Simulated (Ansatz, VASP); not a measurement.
# One calculation of RbHgBr2, two programs

Contents of INCAR:

```
ALGO = Normal
EDIFF = 1E-7
EDIFFG = -0.04
ENCUT = 500
GGA = PE
GGA_COMPAT = False
IBRION = 2
ISIF = 3
ISMEAR = 0
LASPH = True
LCHARG = False
LREAL = False
LWAVE = False
NELM = 120
NELMIN = 4
NSW = 90
PREC = Accurate
SIGMA = 0.1
```

File KPOINTS:

```
k-points
0
Gamma
  4 4 4
```

POSCAR

```
RbHgBr2
1.0
    5.3460000000      0.0000000000      0.0000000000
    0.0000000000      5.3460000000      0.0000000000
    0.0000000000      0.0000000000      4.9346513600
Rb Hg Br
1 1 2
Direct
    0.5000000000      0.5000000000      0.5000000000
    0.0000000000      0.0000000000      0.0000000000
    0.5000000000      0.0000000000      0.0000000000
    0.0000000000      0.5000000000      0.0000000000
```

Input for Ansatz:

```yaml
crystal:
  lattice:
    - [5.346, 0.0, 0.0]
    - [0.0, 5.346, 0.0]
    - [0.0, 0.0, 4.93465136]
  atoms:
    - { symbol: Rb, position: [0.5, 0.5, 0.5] }
    - { symbol: Hg, position: [0.0, 0.0, 0.0] }
    - { symbol: Br, position: [0.5, 0.0, 0.0] }
    - { symbol: Br, position: [0.0, 0.5, 0.0] }
basis:
  ecutwfc: 420
kpoints:
  mp_grid: { grid: [4, 4, 4] }
hamiltonian:
  xc: pbe
scf:
  occupations: { method: gaussian, width: 0.1 }
  lower_state_search: "off"
output:
  forces: true
  stress: true
  eigenvalues: true
relax:
  adjacent_minimum: "off"
  f_tol: 0.04
  max_steps: 70
  cell: { stress_tol: 0.4 }
```

Alike in both runs: task relaxation of cell and atoms; functional PBE; k mesh 4 × 4 × 4; occupations gaussian, width 0.1 eV; no spin polarisation.

|  | VASP | Ansatz |
| --- | --- | --- |
| version | VASP 6.6.1 | Ansatz 0.2.0 |
| potentials or method | VASP PAW PBE potentials, release 64 (Rb_sv, Hg_sv_GW, Br), cutoff 500 eV | scalar-relativistic, plane waves, PAW |
| valence electrons in the cell | 43 | 43 |

Ansatz gave:

- gap on the k mesh at the Fermi level, each at its own relaxed structure (eV): none
- relaxed volume (Å³/atom): 38.96
- relaxed length of the cell vector where the two differ most in proportion (Å): 4.517

Task: Estimate VASP's values.

Result: gap on the k mesh at the Fermi level, each at its own relaxed structure (eV): none; relaxed volume (Å³/atom): 37.72; relaxed length of the cell vector where the two differ most in proportion (Å): 4.435.

A gap of «none» marks a metal or a gap that the smearing closes.

Spin-orbit coupling is off throughout.
